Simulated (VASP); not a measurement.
## Mg2CdO3: single point with PBE

The system is Mg2CdO3.

```
CELL_PARAMETERS angstrom
3.11810 0.00000 0.00000
-1.55905 2.70035 0.00000
0.00000 0.00000 7.78630
ATOMIC_POSITIONS crystal
Mg 0.66667 0.33333 0.84374
Mg 0.33333 0.66667 0.15626
Cd 0.00000 0.00000 0.50000
O 0.33333 0.66667 0.69497
O 0.66667 0.33333 0.30503
O 0.00000 0.00000 0.00000
```

```json
{"Program": "VASP 6.6.1", "Task": "single point", "Functional": "PBE", "Potentials or basis": "VASP PAW PBE potentials, release 64 (Mg, Cd, O)", "Cutoff": "520 eV", "k mesh": "6 × 6 × 2", "Occupations": "gaussian, width 0.1 eV", "Spin": "no spin polarisation", "Dipole correction": "no", "Further INCAR settings": "ALGO = Normal; EDIFF = 1e-06; NBANDS = 26"}
```

| Quantity | Value |
| --- | --- |
| Pressure | 0.2 GPa |
| Largest force | 0.115 eV/Å |
| Band gap on the k mesh | 1.93 eV (least direct gap 2.07 eV) |

Forces on the atoms (eV/Å):
```
Mg   0.000  0.000  0.006
Mg   0.000  0.000 -0.006
Cd   0.000  0.000  0.000
O    0.000  0.000  0.115
O    0.000  0.000 -0.115
O    0.000  0.000  0.000
```

Stress tensor (GPa, compression positive):
```
0.09 0.00 0.00
0.00 0.09 0.00
0.00 0.00 0.31
```

Levels at points of the mesh, in eV from the valence-band top:
```
           k point  band 14  band 15  band 16  band 17  band 18  band 19  band 20  band 21
(0.00, 0.00, 0.00)    -0.28    -0.28    -0.14    -0.14     1.93     5.91     6.20    10.18
(0.50, 0.00, 0.00)    -1.21    -0.86    -0.75    -0.44     5.77     5.88     8.53     9.90
(0.00, 0.00, 0.50)    -0.59    -0.59     0.00     0.00     2.95     4.77     6.67    10.41
(0.50, 0.00, 0.50)    -1.36    -1.17    -0.29    -0.13     5.48     5.95     8.75     9.97
```

Run time: 18 s on 1 thread of Intel(R) Xeon(R) Platinum 8488C (Sapphire Rapids), with other jobs on the host, peak memory 0.18 GiB.

A k mesh can miss the band edges.
